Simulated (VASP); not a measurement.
Runs of VASP 6.6.1 on AlP. The structure is that of space group F-43m (No. 216), or close to it. The cells are those of the table. 

| task | cell | k mesh | smearing | gap on the mesh (eV) | pressure (GPa) |
| --- | --- | --- | --- | --- | --- |
| relaxation of cell and atoms | relaxed from a = 3.864 Å, angles 60.0°, 2 atoms | 8 × 8 × 8 | gaussian 0.02 eV | 1.92 | 0.0 |
| single point | a = 3.874 Å, angles 60.0°, 2 atoms | 8 × 8 × 8 | gaussian 0.01 eV | 1.93 | -0.3 |
| single point | a = 3.874 Å, angles 60.0°, 2 atoms | 8 × 8 × 8 | gaussian 0.02 eV | 1.93 | -0.3 |
| single point | a = 3.864 Å, angles 60.0°, 2 atoms | 6 × 6 × 6 | gaussian 0.1 eV | 1.91 | (a) |

Alike in all rows: level r2SCAN; potentials or basis VASP PAW PBE potentials, release 64 (Al, P); no spin polarisation; cutoff (eV) 550.

Q: Estimate the missing entries.

A: (a) 0.5.

Caveats: the PAW data sets were made with another functional, which shifts forces and pressure a little.

A k mesh can miss the band edges.
